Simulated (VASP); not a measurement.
# Al5Ni (P-6m2) in VASP: a series of runs

The runs below take Al5Ni through single point, relaxation of cell and atoms, with PBE.

All numbers are computed with VASP 6.6.1; they aren't measurements. Logs are shortened: lines on timing, memory, paths and dates and some standing lists are left out, and cuts for length are marked.

## (1) The cell of the first run

It takes space group P-6m2 (No. 187, hexagonal). Conventional cell: a = 2.716 Å, b = 2.716 Å, c = 13.804 Å, α = 90.00°, β = 90.00°, γ = 120.00°. Al (site symmetry 3m) has 12 Al at 2.72 to 2.78 Å within 3.6 Å. Within 3.6 Å of Al (site symmetry 3m) lie 9 Al at 2.72 to 2.78 Å and 3 Ni at 2.78 Å. Within 3.6 Å of Al (site symmetry -6m2) lie 12 Al at 2.72 to 2.78 Å. Within 3.6 Å of Ni (site symmetry -6m2) lie 6 Ni at 2.72 Å and 6 Al at 2.78 Å.

## (2) Single point, PBE, collinear spin, ferromagnetic start

File INCAR:

```
PREC = Accurate ; ENCUT = 520
EDIFF = 1E-6 ; ISMEAR = 0
SIGMA = 0.1 ; LREAL = False
LASPH = True ; NELM = 150
ALGO = Normal ; ISIF = 2
LWAVE = False ; LCHARG = False
ISPIN = 2 ; MAGMOM = 0 0 0 0 0 2
LORBIT = 11 ; LMAXMIX = 4
GGA = PE ; NBANDS = 26
```

File KPOINTS:

```
regular mesh
0
Gamma
  6 6 2
```

File POSCAR:

```
Al5Ni
1.0
    2.7155002000      0.0000000000      0.0000000000
   -1.3577501000      2.3516921600      0.0000000000
    0.0000000000      0.0000000000     13.8035682700
Al Ni
5 1
Direct
    0.3333333300      0.6666666700      0.6666666700
    0.3333333300      0.6666666700      0.3333333300
    0.6666666700      0.3333333300      0.8333333300
    0.6666666700      0.3333333300      0.1666666700
    0.6666666700      0.3333333300      0.5000000000
    0.3333333300      0.6666666700      0.0000000000
```

Potentials or basis: VASP PAW PBE potentials, release 64 (Al, Ni).

On the command line:

```console
cat potpaw_PBE.64/Al/POTCAR potpaw_PBE.64/Ni/POTCAR > POTCAR
mpirun -np 1 vasp_std > vasp.out
```

OUTCAR:

```text
PREC = Accurate
   ENCUT = 520
   EDIFF = 1E-6
   ISMEAR = 0
   LREAL = False
   LASPH = True
   NELM = 150
   ISIF = 2
   ISPIN = 2
   LORBIT = 11
   GGA = PE

 ion  position               nearest neighbor table
   1  0.333  0.667  0.667-   3 2.78   3 2.78   3 2.78   5 2.78   5 2.78   5 2.78
   2  0.333  0.667  0.333-   4 2.78   4 2.78   4 2.78   5 2.78   5 2.78   5 2.78
   3  0.667  0.333  0.833-   1 2.78   1 2.78   1 2.78   6 2.78   6 2.78   6 2.78
   4  0.667  0.333  0.167-   2 2.78   2 2.78   2 2.78   6 2.78   6 2.78   6 2.78
   5  0.667  0.333  0.500-   1 2.78   2 2.78   1 2.78   2 2.78   1 2.78   2 2.78
   6  0.333  0.667  0.000-   3 2.78   4 2.78   3 2.78   4 2.78   3 2.78   4 2.78

  LATTYP: Found a hexagonal cell.
 ALAT       =     2.7155002000
 C/A-ratio  =     5.0832506917

  Lattice vectors:

 A1 = (   2.7155002000,   0.0000000000,   0.0000000000)
 A2 = (  -1.3577501000,   2.3516921600,   0.0000000000)
 A3 = (   0.0000000000,   0.0000000000,  13.8035682700)

Analysis of symmetry for initial positions (statically):
=====================================================================
 Subroutine PRICEL returns:
 Original cell was already a primitive cell.

 Routine SETGRP: Setting up the symmetry group for a
 hexagonal supercell.

 Subroutine GETGRP returns: Found 12 space group operations
 (whereof 12 operations were pure point group operations)
 out of a pool of 24 trial point group operations.

The static configuration has the point symmetry D_3h.

Analysis of symmetry for dynamics (positions and initial velocities):
=====================================================================
 Subroutine PRICEL returns:
 Original cell was already a primitive cell.

 Routine SETGRP: Setting up the symmetry group for a
 hexagonal supercell.

 Subroutine GETGRP returns: Found 12 space group operations
 (whereof 12 operations were pure point group operations)
 out of a pool of 24 trial point group operations.

The dynamic configuration has the point symmetry D_3h.

Analysis of structural, dynamic, and magnetic symmetry:
=====================================================================
 Subroutine PRICEL returns:
 Original cell was already a primitive cell.

 Routine SETGRP: Setting up the symmetry group for a
 hexagonal supercell.

 Subroutine GETGRP returns: Found 12 space group operations
 (whereof 12 operations were pure point group operations)
 out of a pool of 24 trial point group operations.

The overall configuration has the point symmetry D_3h.

 Subroutine INISYM returns: Found 12 space group operations
 (whereof 12 operations are pure point group operations),
 and found     1 'primitive' translations

----------------------------------------------------------------------------------------

                                     Primitive cell

  volume of cell :      88.1499

  direct lattice vectors                    reciprocal lattice vectors
     2.715500200  0.000000000  0.000000000     0.368256279  0.212612862  0.000000000
    -1.357750100  2.351692160  0.000000000     0.000000000  0.425225723  0.000000000
     0.000000000  0.000000000 13.803568270     0.000000000  0.000000000  0.072445036

  length of vectors
     2.715500200  2.715500202 13.803568270     0.425225724  0.425225723  0.072445036

  position of ions in fractional coordinates (direct lattice)
     0.333333330  0.666666670  0.666666670
     0.333333330  0.666666670  0.333333330
     0.666666670  0.333333330  0.833333330
     0.666666670  0.333333330  0.166666670
     0.666666670  0.333333330  0.500000000
     0.333333330  0.666666670  0.000000000

  ion indices of the primitive-cell ions
   primitive index   ion index
                 1           1
                 2           2
                 3           3
                 4           4
                 5           5
                 6           6

----------------------------------------------------------------------------------------

 KPOINTS: regular mesh

[... 33 lines left out ...]
  0.333333 -0.000000  0.500000      6.000000
  0.500000  0.000000  0.500000      3.000000
  0.166667  0.166667  0.500000      6.000000
  0.333333  0.166667  0.500000     12.000000
  0.333333  0.333333  0.500000      2.000000
   k-points           NKPTS =     14   k-points in BZ     NKDIM =     14   number of bands    NBANDS=     26
   number of dos      NEDOS =    301   number of ions     NIONS =      6
   total plane-waves  NPLWV =  43200
   dimension x,y,z NGX =    20 NGY =   20 NGZ =  108
   dimension x,y,z NGXF=    40 NGYF=   40 NGZF=  216
   ions per type =               5   1
   NGX,Y,Z   is equivalent  to a cutoff of  12.24, 12.24, 13.01 a.u.
   NGXF,Y,Z  is equivalent  to a cutoff of  24.49, 24.49, 26.01 a.u.
 SYSTEM =  unknown system
   PREC   = accura    normal or accurate (medium, high low for compatibility)
   ISTART =      0    job   : 0-new  1-cont  2-samecut
   ICHARG =      2    charge: 1-file 2-atom 10-const
   ISPIN  =      2    spin polarized calculation?
   LNONCOLLINEAR =      F non collinear calculations
   LSORBIT =      F    spin-orbit coupling
   LASPH  =      T    aspherical Exc in radial PAW
   ENCUT  =  520.0 eV  38.22 Ry    6.18 a.u.   5.05  5.05 25.67*2*pi/ulx,y,z
   NELM   =    150;   NELMIN=  2; NELMDL= -5     # of ELM steps
   EDIFF  = 0.1E-05   stopping-criterion for ELM
   LREAL  =      F    real-space projection
   EDIFFG = 0.1E-04   stopping-criterion for IOM
   NSW    =      0    number of steps for IOM
   IBRION =     -1    ionic relax: 0-MD 1-quasi-New 2-CG
   NFREE  =      0    steps in history (QN), initial steepest desc. (CG)
   ISIF   =      2    stress and relaxation
   ISYM   =      2    0-nonsym 1-usesym 2-fastsym
   POTIM  = 0.5000    time-step for ionic-motion
   TEBEG  =    0.0;   TEEND  =   0.0 temperature during run
   PSTRESS=    0.0 pullay stress
   NELECT =      25.0000    total number of electrons
   NUPDOWN=      -1.0000    fix difference up-down
   EMIN   =  10.00;   EMAX   =-10.00  energy-range for DOS
   EFERMI =   0.00;   METHOD = LEGACY
   ISMEAR =     0;   SIGMA  =   0.10  broadening in eV -4-tet -1-fermi 0-gaus
   EFERMI_NEDOS =   21; number of points for ismear=-14 and -15
   IALGO  =     38    algorithm
   IMIX   =      4    mixing-type and parameters
     AMIX     =   0.40;   BMIX     =  1.00
     AMIX_MAG =   1.60;   BMIX_MAG =  1.00
  volume/ion in A,a.u.               =      14.69        99.14
  Fermi-wavevector in a.u.,A,eV,Ry     =   1.075592  2.032574 15.740558  1.156898
  Thomas-Fermi vector in A             =   2.211453
   LORBIT       =     11    0 simple, 1 ext, 2 COOP (PROOUT), +10 PAW based schemes
   GGA     = PE    functional components
   LHFCALC =     F    Hartree Fock is set to
   AEXX    =    0.0000 exact exchange contribution
   IVDW    =     0    specifies the selected vdW correction
   LEPSILON=     F    determine dielectric tensor
   LRPA    =     F    only Hartree local field effects (RPA)
 spin polarized calculation
 Gauss-broadening in eV      SIGMA  =   0.10
  energy-cutoff  :      520.00
  volume of cell :       88.15
 maximum number of plane-waves:      2394
   NGX = 11   NGY = 11   NGZ = 51

 number of electron      25.0000010 magnetization       0.2166064

 number of electron      25.0000011 magnetization      -0.0078176

 Free energy of the ion-electron system (eV)
  ---------------------------------------------------
  ext. energy  EPLUGINS =         0.00000000
  ---------------------------------------------------
  free energy    TOTEN  =       -24.14021046 eV

  energy without entropy =      -24.11461487  energy(sigma->0) =      -24.12741266

 E-fermi :   8.6332     XC(G=0): -10.7818

 val. band max:        8.5986512906   @ k =   0.5000   0.0000   0.5000
 cond. band min:       8.6685619432   @ k =   0.3333   0.3333   0.5000
 fundamental gap:      0.0699106526
 Fermi energy:         8.6332144510

 spin component 1

 k-point     1 :       0.0000    0.0000    0.0000
  band No.  band energies     occupation
      1      -3.0782      1.00000
      2      -2.3830      1.00000
      3      -1.4620      1.00000
      4       0.2304      1.00000
      5       1.2091      1.00000
      6       4.1834      1.00000
[... 367 lines left out ...]
     23      12.5509      0.00000
     24      15.6565      0.00000
 Fermi energy:         8.6332144510

 spin component 2

 k-point     1 :       0.0000    0.0000    0.0000
  band No.  band energies     occupation
      1      -3.0799      1.00000
      2      -2.3846      1.00000
      3      -1.4637      1.00000
      4       0.2289      1.00000
      5       1.2070      1.00000
      6       4.1813      1.00000
[... 367 lines left out ...]
     23      12.5491      0.00000
     24      15.6551      0.00000
 [bands above 24 left out]

------------------------ aborting loop because EDIFF is reached ----------------------------------------

  FORCE on cell =-STRESS in cart. coord.  units (eV):
  Direction    XX          YY          ZZ          XY          YZ          ZX
  --------------------------------------------------------------------------------------
  -------------------------------------------------------------------------------------
  Total        3.2902849      3.2902849     -1.6080604      0.0000000      0.0000000      0.0000000
  in kB       59.8029228     59.8029230    -29.2274722      0.0000000      0.0000000      0.0000000
  external PRESSURE =      30.1261245 kB  Pullay stress =       0.0000000 kB

 VOLUME and BASIS-vectors are now :
 -----------------------------------------------------------------------------
  energy-cutoff  :      520.00
  volume of cell :       88.15
      direct lattice vectors                 reciprocal lattice vectors
     2.715500200  0.000000000  0.000000000     0.368256279  0.212612862  0.000000000
    -1.357750100  2.351692160  0.000000000     0.000000000  0.425225723  0.000000000
     0.000000000  0.000000000 13.803568270     0.000000000  0.000000000  0.072445036

 POSITION                                       TOTAL-FORCE (eV/Angst)
 -----------------------------------------------------------------------------------
     -0.00000      1.56779      9.20238        -0.000000      0.000000      0.233444
     -0.00000      1.56779      4.60119        -0.000000      0.000000     -0.233444
      1.35775      0.78390     11.50297         0.000000      0.000000      1.404251
      1.35775      0.78390      2.30059         0.000000      0.000000     -1.404251
      1.35775      0.78390      6.90178        -0.000000      0.000000      0.000000
     -0.00000      1.56779      0.00000        -0.000000     -0.000000      0.000000
 -----------------------------------------------------------------------------------
    total drift:                               -0.000000      0.000000     -0.000000

  FREE ENERGIE OF THE ION-ELECTRON SYSTEM (eV)
  ---------------------------------------------------
  free  energy   TOTEN  =       -24.1402104580 eV

  energy  without entropy=      -24.1146148710  energy(sigma->0) =      -24.12741266

 total charge

# of ion       s       p       d       tot
------------------------------------------
    1        0.435   0.375   0.000   0.810
    2        0.435   0.375   0.000   0.810
    3        0.426   0.363   0.000   0.789
    4        0.426   0.363   0.000   0.789
    5        0.443   0.378   0.000   0.821
    6        0.400   0.328   8.341   9.068
--------------------------------------------------
tot          2.566   2.182   8.341  13.088

 magnetization (x)

# of ion       s       p       d       tot
------------------------------------------
    1       -0.000  -0.000   0.000  -0.000
    2       -0.000  -0.000   0.000  -0.000
    3       -0.000  -0.000   0.000  -0.000
    4       -0.000  -0.000   0.000  -0.000
    5       -0.000  -0.000   0.000  -0.000
    6       -0.000  -0.000  -0.000  -0.000
--------------------------------------------------
tot         -0.000  -0.000  -0.000  -0.001
```

It took 1.8 min on 1 thread of Intel Xeon 6975P-C (Granite Rapids), shared host; peak memory 0.25 GiB.

What came out:

| Property | Result |
| --- | --- |
| Free energy | -24.1402 eV |
| Pressure | 3.0 GPa |
| Largest force | 1.404 eV/Å |
| Net moment | -0.01 μB per cell |
| Valence electrons inside the program's atomic spheres | Al 0.81, 0.79, 0.82 (each value once); Ni 9.07 |

Forces in eV/Å, atoms in the order of the input:
```
Al   0.000  0.000  0.233
Al   0.000  0.000 -0.233
Al   0.000  0.000  1.404
Al   0.000  0.000 -1.404
Al   0.000  0.000  0.000
Ni   0.000  0.000  0.000
```

Caveat: the k points lie up to 0.45 Å⁻¹ apart; the moments typed at the start vanished in this run; forces of over 1 eV/Å act on the atoms, so gaps and moduli don't describe the material at rest.

[end of part 1 of 3]
